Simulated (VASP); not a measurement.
The system is PbSe.

```
Pb Se
1.0
     4.27355    0.00000    0.00000
    -2.13677    3.70100    0.00000
     0.00000    0.00000    7.55503
Pb Se
2 2
Direct
  0.00000 0.00000 0.00000
  0.00000 0.00000 0.50000
  0.33333 0.66667 0.25000
  0.66667 0.33333 0.75000
```

Base run:

| Property | Result |
| --- | --- |
| Program | VASP 6.6.1 |
| Functional | r2SCAN |
| Potentials or basis | VASP PAW PBE potentials, release 64 (Pb_d, Se) |
| Cutoff | 520 eV |
| k mesh | 12 × 12 × 4 |
| Occupations | fermi-dirac, width 0.02 eV |
| Spin | no spin polarisation |

Its results: band gap on the k mesh 0.12 eV, direct; pressure 0.0 GPa.

Q: The run is repeated on the same cell with these changes: functional from r2SCAN to PBE. What comes out?

A: Band gap on the k mesh 0.03 eV, indirect (least direct gap 0.19 eV); pressure 0.9 GPa.

Caveats: spin-orbit coupling is left out, which moves the levels of the heavy elements; the PAW data sets were made with another functional, which shifts forces and pressure a little (some runs).

A k mesh can miss the band edges.
